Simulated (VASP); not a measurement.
# Cu (Fm-3m) in VASP: further runs

Cu is run at these levels: PBE; tasks: single point.

Everything below comes from runs of VASP 6.6.1. Logs are shortened: lines on timing, memory, paths and dates and some standing lists are left out, and cuts for length are marked.

### Step 1. The cell of the first run

Symmetry: Fm-3m, No. 225, cubic system. Conventional cell: a = 3.581 Å, b = 3.581 Å, c = 3.581 Å, α = 90.00°, β = 90.00°, γ = 90.00°. Cu (site symmetry m-3m) has 12 Cu at 2.53 Å within 3.3 Å.

### Step 2. Single point, PBE

Input file INCAR:

```
PREC = Accurate
ENCUT = 520
EDIFF = 1E-6
ISMEAR = -1
SIGMA = 0.06122561905347299
LREAL = False
LASPH = True
NELM = 100
ALGO = Normal
ISIF = 2
LWAVE = False
LCHARG = True
GGA = PE
LELF = True
LVHAR = True
NBANDS = 12
```

Input file KPOINTS:

```
Automatic mesh
0
Gamma
  52 52 52
```

Input file POSCAR:

```
Cu
1.0
    0.0000000000      1.7906010479      1.7906010479
    1.7906010479      0.0000000000      1.7906010479
    1.7906010479      1.7906010479      0.0000000000
Cu
1
Direct
    0.0000000000      0.0000000000      0.0000000000
```

Potentials or basis: VASP PAW PBE potentials, release 64 (Cu).

Run with:

```sh
> cat potpaw_PBE.64/Cu/POTCAR > POTCAR
> mpirun -np 1 vasp_std > vasp.out
```

OUTCAR:

```text
PREC = Accurate
   ENCUT = 520
   EDIFF = 1E-6
   ISMEAR = -1
   LREAL = False
   LASPH = True
   NELM = 100
   ISIF = 2
   GGA = PE

 ion  position               nearest neighbor table
   1  0.000  0.000  0.000-

  LATTYP: Found a face centered cubic cell.
 ALAT       =     3.5812020958

  Lattice vectors:

 A1 = (   0.0000000000,   1.7906010479,   1.7906010479)
 A2 = (   1.7906010479,   0.0000000000,   1.7906010479)
 A3 = (   1.7906010479,   1.7906010479,   0.0000000000)

Analysis of symmetry for initial positions (statically):
=====================================================================
 Subroutine PRICEL returns:
 Original cell was already a primitive cell.

 Routine SETGRP: Setting up the symmetry group for a
 face centered cubic supercell.

 Subroutine GETGRP returns: Found 48 space group operations
[... 9 lines left out ...]

 Routine SETGRP: Setting up the symmetry group for a
 face centered cubic supercell.

 Subroutine GETGRP returns: Found 48 space group operations
[... 11 lines left out ...]
                                     Primitive cell

  volume of cell :      11.4822

  direct lattice vectors                    reciprocal lattice vectors
     0.000000000  1.790601048  1.790601048    -0.279235847  0.279235847  0.279235847
     1.790601048  0.000000000  1.790601048     0.279235847 -0.279235847  0.279235847
     1.790601048  1.790601048  0.000000000     0.279235847  0.279235847 -0.279235847

  length of vectors
     2.532292287  2.532292287  2.532292287     0.483650674  0.483650674  0.483650674

  position of ions in fractional coordinates (direct lattice)
     0.000000000  0.000000000  0.000000000

  ion indices of the primitive-cell ions
   primitive index   ion index
                 1           1

----------------------------------------------------------------------------------------

 KPOINTS: Automatic mesh

Automatic generation of k-mesh.
 Grid dimensions read from file:
 generate k-points for:   52   52   52

 Generating k-lattice:

  Cartesian coordinates                     Fractional coordinates (reciprocal lattice)
    -0.005369920  0.005369920  0.005369920     0.019230769  0.000000000  0.000000000
     0.005369920 -0.005369920  0.005369920     0.000000000  0.019230769  0.000000000
     0.005369920  0.005369920 -0.005369920     0.000000000  0.000000000  0.019230769

  Length of vectors
     0.009300975  0.009300975  0.009300975

  Shift w.r.t. Gamma in fractional coordinates (k-lattice)
     0.000000000  0.000000000  0.000000000

 Subroutine IBZKPT returns following result:
 ===========================================

 Found   3472 irreducible k-points:

 Following reciprocal coordinates:
            Coordinates               Weight
  0.000000  0.000000  0.000000      1.000000
  0.019231  0.000000  0.000000      8.000000
  0.038462  0.000000  0.000000      8.000000
  0.057692  0.000000  0.000000      8.000000
  0.076923  0.000000  0.000000      8.000000
  0.096154  0.000000  0.000000      8.000000
[... 16 lines left out ...]
  0.423077  0.000000  0.000000      8.000000
  0.442308  0.000000  0.000000      8.000000
 [... further k-points ...]
   k-points           NKPTS =   3472   k-points in BZ     NKDIM =   3472   number of bands    NBANDS=     12
   number of dos      NEDOS =    301   number of ions     NIONS =      1
   total plane-waves  NPLWV =   8000
   dimension x,y,z NGX =    20 NGY =   20 NGZ =   20
   dimension x,y,z NGXF=    40 NGYF=   40 NGZF=   40
   ions per type =               1
   NGX,Y,Z   is equivalent  to a cutoff of  13.13, 13.13, 13.13 a.u.
   NGXF,Y,Z  is equivalent  to a cutoff of  26.26, 26.26, 26.26 a.u.
 SYSTEM =  unknown system
   PREC   = accura    normal or accurate (medium, high low for compatibility)
   ISTART =      0    job   : 0-new  1-cont  2-samecut
   ICHARG =      2    charge: 1-file 2-atom 10-const
   ISPIN  =      1    spin polarized calculation?
   LNONCOLLINEAR =      F non collinear calculations
   LSORBIT =      F    spin-orbit coupling
   LASPH  =      T    aspherical Exc in radial PAW
   ENCUT  =  520.0 eV  38.22 Ry    6.18 a.u.   4.71  4.71  4.71*2*pi/ulx,y,z
   NELM   =    100;   NELMIN=  2; NELMDL= -5     # of ELM steps
   EDIFF  = 0.1E-05   stopping-criterion for ELM
   LREAL  =      F    real-space projection
   EDIFFG = 0.1E-04   stopping-criterion for IOM
   NSW    =      0    number of steps for IOM
   IBRION =     -1    ionic relax: 0-MD 1-quasi-New 2-CG
   NFREE  =      0    steps in history (QN), initial steepest desc. (CG)
   ISIF   =      2    stress and relaxation
   ISYM   =      2    0-nonsym 1-usesym 2-fastsym
   POTIM  = 0.5000    time-step for ionic-motion
   TEBEG  =    0.0;   TEEND  =   0.0 temperature during run
   PSTRESS=    0.0 pullay stress
   NELECT =      11.0000    total number of electrons
   NUPDOWN=      -1.0000    fix difference up-down
   EMIN   =  10.00;   EMAX   =-10.00  energy-range for DOS
   EFERMI =   0.00;   METHOD = LEGACY
   ISMEAR =    -1;   SIGMA  =   0.06  broadening in eV -4-tet -1-fermi 0-gaus
   EFERMI_NEDOS =   21; number of points for ismear=-14 and -15
   IALGO  =     38    algorithm
   IMIX   =      4    mixing-type and parameters
     AMIX     =   0.40;   BMIX     =  1.00
     AMIX_MAG =   1.60;   BMIX_MAG =  1.00
  volume/ion in A,a.u.               =      11.48        77.49
  Fermi-wavevector in a.u.,A,eV,Ry     =   1.613851  3.049737 35.436599  2.604517
  Thomas-Fermi vector in A             =   2.708854
   LORBIT       =      0    0 simple, 1 ext, 2 COOP (PROOUT), +10 PAW based schemes
   GGA     = PE    functional components
   LHFCALC =     F    Hartree Fock is set to
   AEXX    =    0.0000 exact exchange contribution
   IVDW    =     0    specifies the selected vdW correction
   LEPSILON=     F    determine dielectric tensor
   LRPA    =     F    only Hartree local field effects (RPA)
 non-spin polarized calculation
  energy-cutoff  :      520.00
  volume of cell :       11.48
 maximum number of plane-waves:       331
   NGX =  9   NGY =  9   NGZ =  9

 number of electron      11.0000011 magnetization

 Free energy of the ion-electron system (eV)
  ---------------------------------------------------
  ext. energy  EPLUGINS =         0.00000000
  ---------------------------------------------------
[... 25 lines left out ...]

 k-point     2 :       0.0192    0.0000    0.0000
  band No.  band energies     occupation
      1      -1.6143      2.00000
      2       4.8204      2.00000
      3       4.8262      2.00000
      4       4.8262      2.00000
      5       5.6810      2.00000
      6       5.6810      2.00000
      7      30.7068      0.00000
      8      33.3126      0.00000
      9      33.5720      0.00000
     10      33.5720      0.00000
     11      36.2134      0.00000
     12      36.2136      0.00000

 k-point     3 :       0.0385    0.0000    0.0000
  band No.  band energies     occupation
      1      -1.5729      2.00000
      2       4.8112      2.00000
      3       4.8343      2.00000
      4       4.8343      2.00000
      5       5.6777      2.00000
      6       5.6777      2.00000
      7      30.5150      0.00000
      8      32.6954      0.00000
      9      33.4307      0.00000
     10      33.4307      0.00000
     11      36.4124      0.00000
     12      36.4124      0.00000

 k-point     4 :       0.0577    0.0000    0.0000
  band No.  band energies     occupation
      1      -1.5042      2.00000
      2       4.7964      2.00000
      3       4.8475      2.00000
      4       4.8475      2.00000
      5       5.6725      2.00000
      6       5.6725      2.00000
      7      30.0928      0.00000
      8      32.1469      0.00000
      9      33.2325      0.00000
     10      33.2325      0.00000
     11      36.7046      0.00000
     12      36.7046      0.00000

 k-point     5 :       0.0769    0.0000    0.0000
  band No.  band energies     occupation
      1      -1.4084      2.00000
      2       4.7763      2.00000
      3       4.8650      2.00000
      4       4.8650      2.00000
      5       5.6662      2.00000
      6       5.6662      2.00000
      7      29.3975      0.00000
      8      31.8076      0.00000
      9      33.0055      0.00000
     10      33.0055      0.00000
     11      37.0580      0.00000
     12      37.0580      0.00000

 k-point     6 :       0.0962    0.0000    0.0000
  band No.  band energies     occupation
      1      -1.2860      2.00000
      2       4.7516      2.00000
      3       4.8859      2.00000
      4       4.8859      2.00000
      5       5.6595      2.00000
      6       5.6595      2.00000
      7      28.5191      0.00000
      8      31.6211      0.00000
      9      32.7682      0.00000
     10      32.7682      0.00000
     11      37.4468      0.00000
     12      37.4468      0.00000

 k-point     7 :       0.1154    0.0000    0.0000
  band No.  band energies     occupation
      1      -1.1374      2.00000
      2       4.7234      2.00000
      3       4.9089      2.00000
      4       4.9089      2.00000
      5       5.6537      2.00000
      6       5.6537      2.00000
      7      27.5555      0.00000
      8      31.5027      0.00000
      9      32.5314      0.00000
     10      32.5314      0.00000
     11      37.8441      0.00000
     12      37.8445      0.00000

 k-point     8 :       0.1346    0.0000    0.0000
  band No.  band energies     occupation
      1      -0.9634      2.00000
      2       4.6927      2.00000
      3       4.9325      2.00000
      4       4.9325      2.00000
      5       5.6503      2.00000
      6       5.6503      2.00000
      7      26.5576      0.00000
      8      31.4070      0.00000
      9      32.3015      0.00000
     10      32.3015      0.00000
     11      37.9768      0.00000
     12      38.2077      0.00000
[... 166 lines left out ...]
 k-point    20 :       0.3654    0.0000    0.0000
  band No.  band energies     occupation
      1       2.1668      2.00000
      2       4.8703      2.00000
      3       4.8703      2.00000
      4       5.1220      2.00000
      5       6.0809      2.00000
      6       6.0809      2.00000
      7      15.3828      0.00000
      8      29.7363      0.00000
      9      30.6177      0.00000
     10      30.6178      0.00000
     11      34.5350      0.00000
     12      34.5350      0.00000

 k-point    21 :       0.3846    0.0000    0.0000
  band No.  band energies     occupation
      1       2.3380      2.00000
      2       4.8502      2.00000
      3       4.8502      2.00000
      4       5.3747      2.00000
      5       6.1286      2.00000
      6       6.1286      2.00000
      7      14.6224      0.00000
      8      29.6104      0.00000
      9      30.5675      0.00000
     10      30.5675      0.00000
     11      34.2504      0.00000
     12      34.2504      0.00000

 k-point    22 :       0.4038    0.0000    0.0000
  band No.  band energies     occupation
      1       2.4686      2.00000
      2       4.8322      2.00000
      3       4.8322      2.00000
      4       5.6695      2.00000
      5       6.1711      2.00000
      6       6.1711      2.00000
      7      13.9112      0.00000
      8      29.5003      0.00000
      9      30.5282      0.00000
     10      30.5282      0.00000
     11      34.0043      0.00000
     12      34.0043      0.00000

 k-point    23 :       0.4231    0.0000    0.0000
  band No.  band energies     occupation
      1       2.5633      2.00000
      2       4.8167      2.00000
      3       4.8167      2.00000
      4       5.9887      2.00000
      5       6.2073      2.00000
      6       6.2073      2.00000
      7      13.2626      0.00000
      8      29.4079      0.00000
      9      30.4986      0.00000
     10      30.4986      0.00000
     11      33.7990      0.00000
     12      33.7990      0.00000

 k-point    24 :       0.4423    0.0000    0.0000
  band No.  band energies     occupation
      1       2.6288      2.00000
      2       4.8043      2.00000
      3       4.8043      2.00000
      4       6.2365      2.00000
      5       6.2365      2.00000
      6       6.3060      2.00000
      7      12.6970      0.00000
      8      29.3346      0.00000
      9      30.4775      0.00000
     10      30.4775      0.00000
     11      33.6366      0.00000
     12      33.6366      0.00000

 [... further k-points ...]
[... 5 lines left out ...]
  --------------------------------------------------------------------------------------
  -------------------------------------------------------------------------------------
  Total        0.4889460      0.4889460      0.4889460     -0.0000000      0.0000000     -0.0000000
  in kB       68.2252210     68.2252210     68.2252210     -0.0000000      0.0000000     -0.0000000
  external PRESSURE =      68.2252210 kB  Pullay stress =       0.0000000 kB

 VOLUME and BASIS-vectors are now :
 -----------------------------------------------------------------------------
  energy-cutoff  :      520.00
  volume of cell :       11.48
      direct lattice vectors                 reciprocal lattice vectors
     0.000000000  1.790601048  1.790601048    -0.279235847  0.279235847  0.279235847
     1.790601048  0.000000000  1.790601048     0.279235847 -0.279235847  0.279235847
     1.790601048  1.790601048  0.000000000     0.279235847  0.279235847 -0.279235847

 POSITION                                       TOTAL-FORCE (eV/Angst)
 -----------------------------------------------------------------------------------
      0.00000      0.00000      0.00000         0.000000      0.000000      0.000000
 -----------------------------------------------------------------------------------
    total drift:                                0.000000      0.000000      0.000000

  FREE ENERGIE OF THE ION-ELECTRON SYSTEM (eV)
  ---------------------------------------------------
  free  energy   TOTEN  =        -3.7188102404 eV

  energy  without entropy=       -3.7150941973  energy(sigma->0) =       -3.71695222
```

Run time: 3.1 min. Hardware: 1 thread of Intel Xeon 6975P-C (Granite Rapids), shared host; peak memory 0.56 GiB.

Results:

- Free energy: -3.7188 eV
- Pressure: 6.8 GPa

Levels at points of the mesh, in eV from the Fermi level:
```tsv
k point	band 3	band 4	band 5	band 6	band 7	band 8	band 9	band 10
(0.00, 0.00, 0.00)	-3.14	-3.14	-2.28	-2.28	22.80	25.66	25.66	25.66
(0.50, 0.00, 0.00)	-3.17	-1.69	-1.69	-1.11	3.88	21.28	22.49	22.49
(0.50, 0.50, 0.00)	-1.71	-1.54	-1.54	1.46	7.29	13.28	13.28	17.84
```

### Step 3. Single point, PBE

This run uses another cell than the first one, of 11.72 Å³/atom, 1.021 times its volume.

Input file INCAR:

```
  ALGO = Normal
  EDIFF = 1E-7
  ENCUT = 520
  GGA = PE
  ISIF = 2
  ISMEAR = -1
  LASPH = T
  LCHARG = F
  LREAL = F
  LWAVE = F
  NBANDS = 12
  NELM = 100
  PREC = Accurate
  SIGMA = 0.06122561905347299
```

Input file KPOINTS:

```
k-points
0
Gamma
  52 52 52
```

Input file POSCAR:

```
Cu
1.0
    0.0000000000      1.8029504109      1.8029504109
    1.8029504109      0.0000000000      1.8029504109
    1.8029504109      1.8029504109      0.0000000000
Cu
1
Direct
    0.0000000000      0.0000000000      0.0000000000
```

Potentials or basis: VASP PAW PBE potentials, release 64 (Cu).

Run with:

```sh
> cat potpaw_PBE.64/Cu/POTCAR > POTCAR
> mpirun -np 1 vasp_std > vasp.out
```

Run time: 3 min. Hardware: 1 thread of Intel Xeon 6975P-C (Granite Rapids), shared host; peak memory 0.55 GiB.

The run converged. Its results:

| Quantity | Value |
| --- | --- |
| Free energy | -3.7266 eV |
| Pressure | 3.4 GPa |

Levels at points of the mesh, in eV from the Fermi level:
| k point | band 3 | band 4 | band 5 | band 6 | band 7 | band 8 | band 9 | band 10 |
| --- | --- | --- | --- | --- | --- | --- | --- | --- |
| (0.00, 0.00, 0.00) | -3.07 | -3.07 | -2.24 | -2.24 | 22.64 | 25.34 | 25.34 | 25.34 |
| (0.50, 0.00, 0.00) | -3.10 | -1.66 | -1.66 | -1.04 | 3.78 | 21.13 | 22.17 | 22.17 |
| (0.50, 0.50, 0.00) | -1.68 | -1.52 | -1.52 | 1.47 | 7.15 | 13.12 | 13.12 | 17.63 |

### Step 4. Single point, PBE

This run uses another cell than the first one, of 11.96 Å³/atom, 1.042 times its volume.

Input file INCAR:

```
PREC     = Accurate       # precision mode
ENCUT    = 520            # plane-wave cutoff, eV
EDIFF    = 1E-7           # SCF threshold, eV
ISMEAR   = -1             # smearing method
SIGMA    = 0.06122561905347299 # smearing width, eV
LREAL    = False          # projectors in reciprocal space
LASPH    = True           # aspherical terms in the spheres
NELM     = 100            # most SCF steps
ALGO     = Normal         # electronic algorithm
ISIF     = 2              # what is computed and relaxed
LWAVE    = False          # write WAVECAR
LCHARG   = False          # write CHGCAR
GGA      = PE             # functional
NBANDS   = 12             # bands
```

Input file KPOINTS:

```
Automatic mesh
0
Gamma
  52 52 52
```

Input file POSCAR:

```
Cu
1.0
    0.0000000000      1.8151328778      1.8151328778
    1.8151328778      0.0000000000      1.8151328778
    1.8151328778      1.8151328778      0.0000000000
Cu
1
Direct
    0.0000000000      0.0000000000      0.0000000000
```

Run with:

```sh
> cat potpaw_PBE.64/Cu/POTCAR > POTCAR
> mpirun -np 1 vasp_std > vasp.out
```

Wall time 2.8 min (1 thread of Intel Xeon 6975P-C (Granite Rapids), shared host); peak memory 0.56 GiB.

Results (log left out):

| Quantity | Value |
| --- | --- |
| Free energy | -3.7296 eV |
| Pressure | 0.5 GPa |

Levels at points of the mesh, in eV from the Fermi level:
| k point | band 3 | band 4 | band 5 | band 6 | band 7 | band 8 | band 9 | band 10 |
| --- | --- | --- | --- | --- | --- | --- | --- | --- |
| (0.00, 0.00, 0.00) | -3.00 | -3.00 | -2.20 | -2.20 | 22.48 | 25.02 | 25.02 | 25.02 |
| (0.50, 0.00, 0.00) | -3.04 | -1.64 | -1.64 | -0.98 | 3.68 | 20.98 | 21.86 | 21.86 |
| (0.50, 0.50, 0.00) | -1.66 | -1.50 | -1.50 | 1.49 | 7.01 | 12.97 | 12.97 | 17.43 |

### Step 5. Single point, PBE

This run uses another cell than the first one, of 12.20 Å³/atom, 1.062 times its volume.

Input file INCAR:

```
ALGO     = Normal         # electronic algorithm
EDIFF    = 1E-6           # SCF threshold, eV
ENCUT    = 520            # plane-wave cutoff, eV
GGA      = PE             # functional
ISIF     = 2              # what is computed and relaxed
ISMEAR   = -1             # smearing method
LASPH    = True           # aspherical terms in the spheres
LCHARG   = False          # write CHGCAR
LREAL    = False          # projectors in reciprocal space
LWAVE    = False          # write WAVECAR
NBANDS   = 12             # bands
NELM     = 60             # most SCF steps
PREC     = Accurate       # precision mode
SIGMA    = 0.06122561905347299 # smearing width, eV
```

Input file KPOINTS:

```
k-points
0
Gamma
  52 52 52
```

Input file POSCAR:

```
Cu
1.0
    0.0000000000      1.8271539756      1.8271539756
    1.8271539756      0.0000000000      1.8271539756
    1.8271539756      1.8271539756      0.0000000000
Cu
1
Direct
    0.0000000000      0.0000000000      0.0000000000
```

Run with:

```sh
> cat potpaw_PBE.64/Cu/POTCAR > POTCAR
> mpirun -np 1 vasp_std > vasp.out
```

It took 2.7 min on 1 thread of Intel Xeon 6975P-C (Granite Rapids), shared host; peak memory 0.57 GiB.

It converged, with:

| Item | Value |
| --- | --- |
| Free energy | -3.7284 eV |
| Pressure | -2.1 GPa |

Levels at points of the mesh, in eV from the Fermi level:
| k point | band 3 | band 4 | band 5 | band 6 | band 7 | band 8 | band 9 | band 10 |
| --- | --- | --- | --- | --- | --- | --- | --- | --- |
| (0.00, 0.00, 0.00) | -2.94 | -2.94 | -2.16 | -2.16 | 22.32 | 24.72 | 24.72 | 24.72 |
| (0.50, 0.00, 0.00) | -2.97 | -1.62 | -1.62 | -0.92 | 3.58 | 20.83 | 21.56 | 21.56 |
| (0.50, 0.50, 0.00) | -1.64 | -1.49 | -1.49 | 1.51 | 6.88 | 12.82 | 12.82 | 17.23 |

### Step 6. Overview

```tsv
cell	gap on the mesh (eV)	pressure (GPa)
a = 2.532 Å, angles 60.0°, 1 atom	none	6.8
a = 2.550 Å, angles 60.0°, 1 atom	none	3.4
a = 2.567 Å, angles 60.0°, 1 atom	none	0.5
a = 2.584 Å, angles 60.0°, 1 atom	none	-2.1
```

Alike in all rows: task single point; level PBE; potentials or basis VASP PAW PBE potentials, release 64 (Cu); no spin polarisation; k mesh 52 × 52 × 52; cutoff (eV) 520; smearing fermi-dirac 0.0612256 eV.

Total energies depend on the potentials used, so only differences within one code and one set of settings carry meaning.
